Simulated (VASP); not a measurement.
Crystal: Mg3CdSe4.

```
Mg Cd Se
1.0
     8.40000    0.00000    0.00000
     0.00000    7.27000    0.00000
     0.00000    0.00000    6.80000
Mg Cd Se
6 2 8
Direct
  0.25000 0.33000 0.00000
  0.75000 0.33000 0.00000
  0.00000 0.17000 0.50000
  0.50000 0.83000 0.00000
  0.75000 0.67000 0.50000
  0.25000 0.67000 0.50000
  0.50000 0.17000 0.50000
  0.00000 0.83000 0.00000
  0.50000 0.17000 0.87500
  0.00000 0.17000 0.87500
  0.25000 0.33000 0.37500
  0.75000 0.33000 0.37500
  0.25000 0.67000 0.87500
  0.75000 0.67000 0.87500
  0.00000 0.83000 0.37500
  0.50000 0.83000 0.37500
```

```yaml
Program: VASP 6.6.1
Task: relaxation of cell and atoms
Functional: PBE
Potentials_or_basis: VASP PAW PBE potentials, release 64 (Mg, Cd, Se)
Cutoff: 600 eV
k_mesh: 2 × 2 × 2
Occupations: gaussian, width 0.15 eV
Spin: no spin polarisation
```

At the start: pressure 3.6 GPa; volume 25.95 Å³/atom.

Task: How do energy, volume and symmetry change on relaxing?

Result: Over 5 steps the energy falls by 30.5 meV/atom and the volume is 27.53 Å³/atom (+6.1 %); space group Pmn2_1 (No. 31, to 0.1 Å) before and after.

The path:
```csv
step,energy change (eV),largest force (eV/Å),pressure (GPa),volume (Å³)
1,0.0000,0.8310,3.59,415.26
2,-0.4299,0.2538,-0.82,451.12
3,-0.4379,0.3119,-0.35,446.39
4,-0.4707,0.2010,-0.15,443.96
5,-0.4887,0.0567,0.16,440.41
```

Final structure:
```xyz
16
Lattice="8.6192 0.0000 0.0000 0.0000 7.3536 0.0000 0.0000 0.0000 6.9486" Properties=species:S:1:pos:R:3 pbc="T T T"
Mg    2.1543    2.4452    6.9411
Mg    6.4649    2.4452    6.9411
Mg    0.0000    1.2301    3.4675
Mg    4.3096    6.1235    6.9418
Mg    6.4639    4.9083    3.4668
Mg    2.1553    4.9083    3.4668
Cd    4.3096    1.2320    3.4696
Cd    0.0000    6.1215    6.9439
Se    4.3096    1.2299    6.1528
Se    0.0000    1.2908    6.0653
Se    2.1032    2.4744    2.5899
Se    6.5160    2.4744    2.5899
Se    2.2064    4.8791    6.0642
Se    6.4128    4.8791    6.0642
Se    0.0000    6.1237    2.6785
Se    4.3096    6.0628    2.5910
```

Caveat: the k points lie up to 0.45 Å⁻¹ apart in the final cell; the relaxation stopped at a loose force limit of 0.08 eV/Å, so its end isn't a converged minimum.
